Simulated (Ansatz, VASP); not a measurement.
# Two plane-wave programs on SiC

File INCAR:

```
PREC     = Accurate       # precision mode
ENCUT    = 520            # plane-wave cutoff, eV
EDIFF    = 1E-6           # SCF threshold, eV
ISMEAR   = 0              # smearing method
SIGMA    = 0.05           # smearing width, eV
LREAL    = F              # projectors in reciprocal space
LASPH    = T              # aspherical terms in the spheres
NELM     = 60             # most SCF steps
ALGO     = Normal         # electronic algorithm
ISIF     = 2              # what is computed and relaxed
LWAVE    = F              # write WAVECAR
LCHARG   = F              # write CHGCAR
GGA      = PE             # functional
NBANDS   = 26             # bands
```

Contents of KPOINTS:

```
Automatic mesh
0
Gamma
  12 12 4
```

POSCAR

```
SiC
1.0
    3.1663000000      0.0000000000      0.0000000000
   -1.5831500000      2.7420962360      0.0000000000
    0.0000000000      0.0000000000     10.6694000000
Si C
4 4
Direct
    0.6666666667      0.3333333333      0.9378436843
    0.3333333333      0.6666666667      0.4378436843
    0.0000000000      0.0000000000      0.6878989045
    0.0000000000      0.0000000000      0.1878989045
    0.6666666667      0.3333333333      0.7498087506
    0.3333333333      0.6666666667      0.2498087506
    0.0000000000      0.0000000000      0.5004476606
    0.0000000000      0.0000000000      0.0004476606
```

Input for Ansatz:

```yaml
crystal:
  lattice:
    - [3.1663, 0.0, 0.0]
    - [-1.58315, 2.742096236, 0.0]
    - [0.0, 0.0, 10.6694]
  atoms:
    - { symbol: Si, position: [0.6666666667, 0.3333333333, 0.9378436843] }
    - { symbol: Si, position: [0.3333333333, 0.6666666667, 0.4378436843] }
    - { symbol: Si, position: [0.0, 0.0, 0.6878989045] }
    - { symbol: Si, position: [0.0, 0.0, 0.1878989045] }
    - { symbol: C, position: [0.6666666667, 0.3333333333, 0.7498087506] }
    - { symbol: C, position: [0.3333333333, 0.6666666667, 0.2498087506] }
    - { symbol: C, position: [0.0, 0.0, 0.5004476606] }
    - { symbol: C, position: [0.0, 0.0, 0.0004476606] }
basis:
  ecutwfc: 520.0
kpoints:
  mp_grid: { grid: [12, 12, 4] }
hamiltonian:
  xc: pbe
  pseudopotentials: { kind: paw, azcp: { folder: soft_1 } }
scf:
  occupations: { method: gaussian, width: 0.05 }
output:
  forces: true
  stress: true
  eigenvalues: true
```

Alike in both runs: task single point; functional PBE; k mesh 12 × 12 × 4; occupations gaussian, width 0.05 eV; no spin polarisation.

|  | VASP | Ansatz |
| --- | --- | --- |
| version | VASP 6.6.1 | Ansatz 0.2.0 |
| potentials or method | VASP PAW PBE potentials, release 64 (Si, C), cutoff 520 eV | scalar-relativistic, plane waves, PAW |
| valence electrons in the cell | 32 | 32 |

Ansatz gave:

- gap on the k mesh at the Fermi level (eV): 2.07
- least direct gap on the mesh (eV): 3.24
- pressure (GPa): -17.0
- traceless stress, the component that is largest in VASP (GPa): -7.54
- rms of the force components (eV/Å): 0.037

**Question.** What did VASP give for the same quantities?

**Answer.** gap on the k mesh at the Fermi level (eV): 2.07; least direct gap on the mesh (eV): 3.23; pressure (GPa): -17.0; traceless stress, the component that is largest in VASP (GPa): -7.58; rms of the force components (eV/Å): 0.038.

Atom by atom the forces differ by 0.000 eV/Å (rms over components). With one functional, cell and mesh, what is left measures potentials, basis and numerics.
